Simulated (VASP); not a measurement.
Write the native input for VASP 6.6.1 that does the following.

```
Task                   : single point
Functional             : PBE
Potentials or basis    : VASP PAW PBE potentials, release 64 (K_sv)
Cutoff                 : 520 eV
k mesh                 : 14 × 14 × 14
Occupations            : gaussian, width 0.15 eV
Spin                   : no spin polarisation
Dipole correction      : no
Further INCAR settings : ALGO = Fast; EDIFF = 1e-06; NBANDS = 10
```

The structure of K lies in POSCAR:

```
K
1.0
   -2.6180000000      2.6180000000      2.6834500000
    2.6180000000     -2.6180000000      2.6834500000
    2.6180000000      2.6180000000     -2.6834500000
K
1
Direct
    0.0000000000      0.0000000000      0.0000000000
```

This cell differs from its parent crystal: strain +0.000 along x and y, +0.025 along z.

One way to write it, as run:

INCAR

```
  PREC = Accurate
  ENCUT = 520
  EDIFF = 1E-6
  ISMEAR = 0
  SIGMA = 0.15
  LREAL = F
  LASPH = T
  NELM = 60
  ALGO = Fast
  ISIF = 2
  LWAVE = F
  LCHARG = F
  GGA = PE
  NBANDS = 10
```

KPOINTS

```
regular mesh
0
Gamma
  14 14 14
```

Potentials or basis: VASP PAW PBE potentials, release 64 (K_sv).

Command:

```sh
$ cat potpaw_PBE.64/K_sv/POTCAR > POTCAR
$ mpirun -np 1 vasp_std > vasp.out
```

It gave:

```yaml
Pressure: 0.0 GPa
```

Caveat: the cell differs from its parent crystal (strain +0.000 along x and y, +0.025 along z).

It took 3.1 min on 1 thread of Oxide Virtual Turin-like Processor, on a shared host, peak memory 0.29 GiB.
